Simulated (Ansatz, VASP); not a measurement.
## SnSe: VASP beside Ansatz

```xyz
2
Lattice="0.0000 3.0305 3.0305 3.0305 0.0000 3.0305 3.0305 3.0305 0.0000" Properties=species:S:1:pos:R:3 pbc="T T T"
Sn    0.0000    0.0000    0.0000
Se    3.0305    3.0305    3.0305
```

Alike in both runs: functional PBE; k mesh 10 × 10 × 10; occupations gaussian, width 0.02 eV; no spin polarisation.

Ansatz relaxed the structure, and its values are those at the end. VASP's run is a single point on that final structure, the one shown.

```csv
,VASP,Ansatz
version,VASP 6.6.1,Ansatz 0.2.0
potentials or method,"VASP PAW PBE potentials, release 64 (Sn_d, Se), cutoff 520 eV","scalar-relativistic, plane waves, PAW"
valence electrons in the cell,20,30
```

|  | VASP | Ansatz | Ansatz less VASP |
| --- | --- | --- | --- |
| gap on the k mesh at the Fermi level (eV) | 0.49 | 0.49 | 0.000 |
| least direct gap on the mesh (eV) | 0.50 | 0.49 | -0.001 |
| pressure (GPa) | 0.0 | 0.0 | +0.01 |

VASP's potentials hold 20 valence electrons a cell and Ansatz's 30, so a difference there can come from the potentials and not from the codes.
